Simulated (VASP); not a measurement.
# Na (I4/mmm) in VASP: further runs

The runs below take Na through single point, with PBEsol.

Program: VASP 6.6.1. These are calculated values, not measurements. Logs are shortened: lines on timing, memory, paths and dates and some standing lists are left out, and cuts for length are marked.

## Step 1: The cell of the first run

The structure is tetragonal, space group I4/mmm (No. 139). The conventional cell has a = 3.541 Å, b = 3.541 Å, c = 4.963 Å, α = 90.00°, β = 90.00°, γ = 90.00°. Within 4.6 Å of Na (site symmetry 4/mmm) lie 12 Na at 3.53 to 3.54 Å.

## Step 2: Single point, PBEsol

INCAR

```
SYSTEM = Na
PREC = Accurate
ENCUT = 520
EDIFF = 1E-6
ISMEAR = 0
SIGMA = 0.15
LREAL = .False.
LASPH = .True.
NELM = 80
ALGO = Normal
ISIF = 2
LWAVE = .False.
LCHARG = .False.
GGA = PS
NBANDS = 10
```

KPOINTS

```
Automatic mesh
0
Gamma
  16 16 16
  0 0 0
```

POSCAR

```
Na
1.0
   -1.7704000000      1.7704000000      2.4815000000
    1.7704000000     -1.7704000000      2.4815000000
    1.7704000000      1.7704000000     -2.4815000000
Na
1
Direct
    0.0000000000      0.0000000000      0.0000000000
```

Potentials or basis: VASP PAW PBE potentials, release 64 (Na_pv).

Launch:

```console
$ cat potpaw_PBE.64/Na_pv/POTCAR > POTCAR
$ mpirun -np 1 vasp_std > vasp.out
```

OUTCAR:

```text
SYSTEM = Na
   PREC = Accurate
   ENCUT = 520
   EDIFF = 1E-6
   ISMEAR = 0
   LREAL = .False.
   LASPH = .True.
   NELM = 80
   ISIF = 2
   GGA = PS

 ion  position               nearest neighbor table
   1  0.000  0.000  0.000-

  LATTYP: Found a body centered tetragonal cell.
 ALAT       =     3.5408000000
 C/A-ratio  =     1.4016606417

  Lattice vectors:

 A1 = (  -1.7704000000,   1.7704000000,   2.4815000000)
 A2 = (   1.7704000000,  -1.7704000000,   2.4815000000)
 A3 = (   1.7704000000,   1.7704000000,  -2.4815000000)

Analysis of symmetry for initial positions (statically):
=====================================================================
 Subroutine PRICEL returns:
 Original cell was already a primitive cell.

 Routine SETGRP: Setting up the symmetry group for a
 body centered tetragonal supercell.

 Subroutine GETGRP returns: Found 16 space group operations
 (whereof 16 operations were pure point group operations)
 out of a pool of 16 trial point group operations.

The static configuration has the point symmetry D_4h.

Analysis of symmetry for dynamics (positions and initial velocities):
=====================================================================
 Subroutine PRICEL returns:
 Original cell was already a primitive cell.

 Routine SETGRP: Setting up the symmetry group for a
 body centered tetragonal supercell.

 Subroutine GETGRP returns: Found 16 space group operations
 (whereof 16 operations were pure point group operations)
 out of a pool of 16 trial point group operations.

The dynamic configuration has the point symmetry D_4h.

 Subroutine INISYM returns: Found 16 space group operations
 (whereof 16 operations are pure point group operations),
 and found     1 'primitive' translations

----------------------------------------------------------------------------------------

                                     Primitive cell

  volume of cell :      31.1112

  direct lattice vectors                    reciprocal lattice vectors
    -1.770400000  1.770400000  2.481500000     0.000000000  0.282422052  0.201491034
     1.770400000 -1.770400000  2.481500000     0.282422052  0.000000000  0.201491034
     1.770400000  1.770400000 -2.481500000     0.282422052  0.282422052  0.000000000

  length of vectors
     3.525120504  3.525120504  3.525120504     0.346930615  0.346930615  0.399405096

  position of ions in fractional coordinates (direct lattice)
     0.000000000  0.000000000  0.000000000

  ion indices of the primitive-cell ions
   primitive index   ion index
                 1           1

----------------------------------------------------------------------------------------

 KPOINTS: Automatic mesh

Automatic generation of k-mesh.
 Grid dimensions read from file:
 generate k-points for:   16   16   16

 Generating k-lattice:

  Cartesian coordinates                     Fractional coordinates (reciprocal lattice)
     0.000000000  0.017651378  0.012593190     0.062500000  0.000000000 -0.000000000
     0.017651378  0.000000000  0.012593190     0.000000000  0.062500000 -0.000000000
     0.017651378  0.017651378  0.000000000     0.000000000  0.000000000  0.062500000

  Length of vectors
     0.021683163  0.021683163  0.024962818

  Shift w.r.t. Gamma in fractional coordinates (k-lattice)
     0.000000000  0.000000000  0.000000000

 Subroutine IBZKPT returns following result:
 ===========================================

 Found    349 irreducible k-points:

 Following reciprocal coordinates:
            Coordinates               Weight
  0.000000  0.000000  0.000000      1.000000
  0.062500  0.000000  0.000000      8.000000
  0.125000  0.000000  0.000000      8.000000
  0.187500  0.000000  0.000000      8.000000
  0.250000  0.000000  0.000000      8.000000
  0.312500  0.000000  0.000000      8.000000
[... 16 lines left out ...]
 -0.125000  0.062500  0.000000     16.000000
 -0.062500  0.062500  0.000000      4.000000
 [... further k-points ...]
   k-points           NKPTS =    349   k-points in BZ     NKDIM =    349   number of bands    NBANDS=     10
   number of dos      NEDOS =    301   number of ions     NIONS =      1
   total plane-waves  NPLWV =  21952
   dimension x,y,z NGX =    28 NGY =   28 NGZ =   28
   dimension x,y,z NGXF=    56 NGYF=   56 NGZF=   56
   ions per type =               1
   NGX,Y,Z   is equivalent  to a cutoff of  13.20, 13.20, 13.20 a.u.
   NGXF,Y,Z  is equivalent  to a cutoff of  26.41, 26.41, 26.41 a.u.
 SYSTEM =  Na
   PREC   = accura    normal or accurate (medium, high low for compatibility)
   ISTART =      0    job   : 0-new  1-cont  2-samecut
   ICHARG =      2    charge: 1-file 2-atom 10-const
   ISPIN  =      1    spin polarized calculation?
   LNONCOLLINEAR =      F non collinear calculations
   LSORBIT =      F    spin-orbit coupling
   LASPH  =      T    aspherical Exc in radial PAW
   ENCUT  =  520.0 eV  38.22 Ry    6.18 a.u.   6.55  6.55  6.55*2*pi/ulx,y,z
   NELM   =     80;   NELMIN=  2; NELMDL= -5     # of ELM steps
   EDIFF  = 0.1E-05   stopping-criterion for ELM
   LREAL  =      F    real-space projection
   EDIFFG = 0.1E-04   stopping-criterion for IOM
   NSW    =      0    number of steps for IOM
   IBRION =     -1    ionic relax: 0-MD 1-quasi-New 2-CG
   NFREE  =      0    steps in history (QN), initial steepest desc. (CG)
   ISIF   =      2    stress and relaxation
   ISYM   =      2    0-nonsym 1-usesym 2-fastsym
   POTIM  = 0.5000    time-step for ionic-motion
   TEBEG  =    0.0;   TEEND  =   0.0 temperature during run
   PSTRESS=    0.0 pullay stress
   NELECT =       7.0000    total number of electrons
   NUPDOWN=      -1.0000    fix difference up-down
   EMIN   =  10.00;   EMAX   =-10.00  energy-range for DOS
   EFERMI =   0.00;   METHOD = LEGACY
   ISMEAR =     0;   SIGMA  =   0.15  broadening in eV -4-tet -1-fermi 0-gaus
   EFERMI_NEDOS =   21; number of points for ismear=-14 and -15
   IALGO  =     38    algorithm
   IMIX   =      4    mixing-type and parameters
     AMIX     =   0.40;   BMIX     =  1.00
     AMIX_MAG =   1.60;   BMIX_MAG =  1.00
  volume/ion in A,a.u.               =      31.11       209.95
  Fermi-wavevector in a.u.,A,eV,Ry     =   0.995715  1.881629 13.489480  0.991449
  Thomas-Fermi vector in A             =   2.127754
   LORBIT       =      0    0 simple, 1 ext, 2 COOP (PROOUT), +10 PAW based schemes
   GGA     = PS    functional components
   LHFCALC =     F    Hartree Fock is set to
   AEXX    =    0.0000 exact exchange contribution
   IVDW    =     0    specifies the selected vdW correction
   LEPSILON=     F    determine dielectric tensor
   LRPA    =     F    only Hartree local field effects (RPA)
 non-spin polarized calculation
 Gauss-broadening in eV      SIGMA  =   0.15
  energy-cutoff  :      520.00
  volume of cell :       31.11
 maximum number of plane-waves:       870
 NGX is ok and might be reduce to    28
   NGX = 13   NGY = 13   NGZ = 13

 number of electron       6.9999998 magnetization

 Free energy of the ion-electron system (eV)
  ---------------------------------------------------
  ext. energy  EPLUGINS =         0.00000000
  ---------------------------------------------------
  free energy    TOTEN  =        -1.37935025 eV

  energy without entropy =       -1.37500302  energy(sigma->0) =       -1.37717664

 E-fermi :   0.8632     XC(G=0):  -6.9839

 val. band max:        0.8595347007   @ k =  -0.2500  -0.4375   0.1875
 cond. band min:       0.9258932566   @ k =  -0.3750   0.3750   0.1250
 fundamental gap:      0.0663585560
 Fermi energy:         0.8632083432

 k-point     1 :       0.0000    0.0000    0.0000
  band No.  band energies     occupation
      1     -23.8119      2.00000
      2     -23.8119      2.00000
      3     -23.8119      2.00000
      4      -2.8177      2.00000
      5      13.0382      0.00000
      6      13.0382      0.00000
      7      13.0728      0.00000
      8      14.2860      0.00000
      9      15.1884      0.00000
     10      15.1953      0.00000

 k-point     2 :       0.0625    0.0000    0.0000
  band No.  band energies     occupation
      1     -23.8144      2.00000
      2     -23.8123      2.00000
      3     -23.8122      2.00000
      4      -2.7440      2.00000
      5      11.8771      0.00000
      6      12.9136      0.00000
      7      12.9445      0.00000
      8      14.5659      0.00000
      9      15.4056      0.00000
     10      15.4077      0.00000

 k-point     3 :       0.1250    0.0000    0.0000
  band No.  band energies     occupation
      1     -23.8217      2.00000
      2     -23.8133      2.00000
      3     -23.8131      2.00000
      4      -2.5235      2.00000
      5      10.2075      0.00000
      6      12.6488      0.00000
      7      12.6960      0.00000
      8      14.2489      0.00000
      9      15.8553      0.00000
     10      15.8762      0.00000

 k-point     4 :       0.1875    0.0000    0.0000
  band No.  band energies     occupation
      1     -23.8325      2.00000
      2     -23.8148      2.00000
      3     -23.8145      2.00000
      4      -2.1587      2.00000
      5       8.5554      0.00000
      6      12.3792      0.00000
      7      12.4443      0.00000
      8      13.8702      0.00000
      9      15.6719      0.00000
     10      15.8393      0.00000

 k-point     5 :       0.2500    0.0000    0.0000
  band No.  band energies     occupation
      1     -23.8451      2.00000
      2     -23.8165      2.00000
      3     -23.8161      2.00000
      4      -1.6532      2.00000
      5       6.9813      0.00000
      6      12.1620      0.00000
      7      12.2451      0.00000
      8      13.5641      0.00000
      9      15.0089      0.00000
     10      15.1965      0.00000

 k-point     6 :       0.3125    0.0000    0.0000
  band No.  band energies     occupation
      1     -23.8577      2.00000
      2     -23.8183      2.00000
      3     -23.8177      2.00000
      4      -1.0120      2.00000
      5       5.5056      0.00000
      6      12.0137      0.00000
      7      12.1143      0.00000
      8      13.3564      0.00000
      9      14.4033      0.00000
     10      14.5840      0.00000
[... 183 lines left out ...]
 k-point    21 :      -0.2500    0.0625    0.0000
  band No.  band energies     occupation
      1     -23.8411      2.00000
      2     -23.8172      2.00000
      3     -23.8161      2.00000
      4      -1.7753      2.00000
      5       7.5464      0.00000
      6      11.5550      0.00000
      7      11.9528      0.00000
      8      13.9890      0.00000
      9      14.7701      0.00000
     10      16.2916      0.00000

 k-point    22 :      -0.1875    0.0625   -0.0000
  band No.  band energies     occupation
      1     -23.8292      2.00000
      2     -23.8155      2.00000
      3     -23.8145      2.00000
      4      -2.2332      2.00000
      5       9.1351      0.00000
      6      11.7938      0.00000
      7      12.2518      0.00000
      8      14.3544      0.00000
      9      15.0977      0.00000
     10      16.0596      0.00000

 k-point    23 :      -0.1250    0.0625    0.0000
  band No.  band energies     occupation
      1     -23.8197      2.00000
      2     -23.8139      2.00000
      3     -23.8134      2.00000
      4      -2.5491      2.00000
      5      10.7613      0.00000
      6      12.1217      0.00000
      7      12.4750      0.00000
      8      14.3640      0.00000
      9      15.4147      0.00000
     10      16.3127      0.00000

 k-point    24 :      -0.0625    0.0625    0.0000
  band No.  band energies     occupation
      1     -23.8144      2.00000
      2     -23.8128      2.00000
      3     -23.8128      2.00000
      4      -2.7200      2.00000
      5      12.1348      0.00000
      6      12.5083      0.00000
      7      12.5324      0.00000
      8      14.5852      0.00000
      9      15.3759      0.00000
     10      15.9049      0.00000

 [... further k-points ...]

------------------------ aborting loop because EDIFF is reached ----------------------------------------

  FORCE on cell =-STRESS in cart. coord.  units (eV):
  Direction    XX          YY          ZZ          XY          YZ          ZX
  --------------------------------------------------------------------------------------
  -------------------------------------------------------------------------------------
  Total        0.3056743      0.3056743      0.3114627      0.0000000     -0.0000000      0.0000000
  in kB       15.7417305     15.7417305     16.0398243      0.0000000     -0.0000000      0.0000000
  external PRESSURE =      15.8410951 kB  Pullay stress =       0.0000000 kB

 VOLUME and BASIS-vectors are now :
 -----------------------------------------------------------------------------
  energy-cutoff  :      520.00
  volume of cell :       31.11
      direct lattice vectors                 reciprocal lattice vectors
    -1.770400000  1.770400000  2.481500000     0.000000000  0.282422052  0.201491034
     1.770400000 -1.770400000  2.481500000     0.282422052  0.000000000  0.201491034
     1.770400000  1.770400000 -2.481500000     0.282422052  0.282422052  0.000000000

 POSITION                                       TOTAL-FORCE (eV/Angst)
 -----------------------------------------------------------------------------------
      0.00000      0.00000      0.00000         0.000000      0.000000      0.000000
 -----------------------------------------------------------------------------------
    total drift:                               -0.000000     -0.000000     -0.000000

  FREE ENERGIE OF THE ION-ELECTRON SYSTEM (eV)
  ---------------------------------------------------
  free  energy   TOTEN  =        -1.3793502471 eV

  energy  without entropy=       -1.3750030231  energy(sigma->0) =       -1.37717664
```

Wall time 2.1 min (1 thread of Intel Xeon 8259CL, shared host); peak memory 0.22 GiB.

Results:

```
Free energy            : -1.3794 eV
Pressure               : 1.6 GPa
Band gap on the k mesh : zero (an odd number of electrons rules out a gap without spin polarisation)
```

Caveat: the PAW data sets were made with another functional, which shifts forces and pressure a little.

## Step 3: Single point, PBEsol

This run uses another cell than the first one, of 31.66 Å³/atom.

INCAR

```
SYSTEM = Na
ALGO = Fast ; EDIFF = 1E-6
ENCUT = 520 ; GGA = PS
ISIF = 2 ; ISMEAR = 0
LASPH = .True. ; LCHARG = .False.
LREAL = .False. ; LWAVE = .False.
NBANDS = 10 ; NELM = 80
PREC = Accurate ; SIGMA = 0.15
```

KPOINTS

```
k-points
0
Gamma
  16 16 16
  0 0 0
```

POSCAR

```
Na
1.0
   -1.7704000000      1.7704000000      2.5250000000
    1.7704000000     -1.7704000000      2.5250000000
    1.7704000000      1.7704000000     -2.5250000000
Na
1
Direct
    0.0000000000      0.0000000000      0.0000000000
```

Potentials or basis: VASP PAW PBE potentials, release 64 (Na_pv).

Launch:

```console
$ cat potpaw_PBE.64/Na_pv/POTCAR > POTCAR
$ mpirun -np 1 vasp_std > vasp.out
```

It took 2.9 min on 1 thread of Intel Xeon 8259CL, shared host; peak memory 0.22 GiB.

It converged, with:

| Property | Result |
| --- | --- |
| Free energy | -1.3845 eV |
| Pressure | 1.5 GPa |
| Band gap on the k mesh | zero (an odd number of electrons rules out a gap without spin polarisation) |

Levels at points of the mesh, in eV from the Fermi level:
```tsv
k point	band 1	band 2	band 3	band 4	band 5	band 6	band 7	band 8	band 9
(0.00, 0.00, 0.00)	-24.69	-24.69	-24.69	-3.64	12.05	12.08	12.08	13.29	14.15
(0.50, 0.00, 0.00)	-24.75	-24.69	-24.69	0.55	1.12	10.93	11.06	12.19	12.53
(0.50, 0.50, 0.00)	-24.74	-24.71	-24.71	1.97	2.54	6.68	7.92	7.92	10.43
(0.50, 0.50, 0.50)	-24.74	-24.71	-24.71	1.87	2.46	6.77	8.02	8.02	10.50
```

Caveat: the PAW data sets were made with another functional, which shifts forces and pressure a little.

## Step 4: Single point, PBEsol

This run uses another cell than the first one, of 32.20 Å³/atom.

INCAR

```
PREC = Accurate
ENCUT = 520
EDIFF = 1E-6
ISMEAR = 0
SIGMA = 0.15
LREAL = False
LASPH = True
NELM = 100
ALGO = Normal
ISIF = 2
LWAVE = False
LCHARG = False
GGA = PS
NBANDS = 10
```

KPOINTS

```
Automatic mesh
0
Gamma
  16 16 16
```

POSCAR

```
Na
1.0
   -1.7704000000      1.7704000000      2.5685500000
    1.7704000000     -1.7704000000      2.5685500000
    1.7704000000      1.7704000000     -2.5685500000
Na
1
Direct
    0.0000000000      0.0000000000      0.0000000000
```

Launch:

```console
$ cat potpaw_PBE.64/Na_pv/POTCAR > POTCAR
$ mpirun -np 1 vasp_std > vasp.out
```

Wall time 1.9 min (1 thread of Intel Xeon 8259CL, shared host); peak memory 0.22 GiB.

The run converged. Its results:

```
Free energy            : -1.3888 eV
Pressure               : 1.2 GPa
Band gap on the k mesh : zero (an odd number of electrons rules out a gap without spin polarisation)
```

Stress tensor (GPa, compression positive):
```
1.19 0.00 0.00
0.00 1.19 0.00
0.00 0.00 1.08
```

Levels at points of the mesh, in eV from the Fermi level:
| k point | band 2 | band 3 | band 4 | band 5 | band 6 | band 7 |
| --- | --- | --- | --- | --- | --- | --- |
| (0.00, 0.00, 0.00) | -24.69 | -24.69 | -3.60 | 11.90 | 12.00 | 12.00 |
| (0.50, 0.00, 0.00) | -24.70 | -24.70 | 0.55 | 1.11 | 10.70 | 11.09 |
| (0.50, 0.50, 0.00) | -24.72 | -24.72 | 2.01 | 2.58 | 6.58 | 7.75 |
| (0.50, 0.50, 0.50) | -24.71 | -24.71 | 1.72 | 2.32 | 6.83 | 8.06 |

Caveat: the PAW data sets were made with another functional, which shifts forces and pressure a little.

(Continued in part 2 of 2.)

The gap in the log of VASP goes by the Fermi energy; the results here count the filled bands.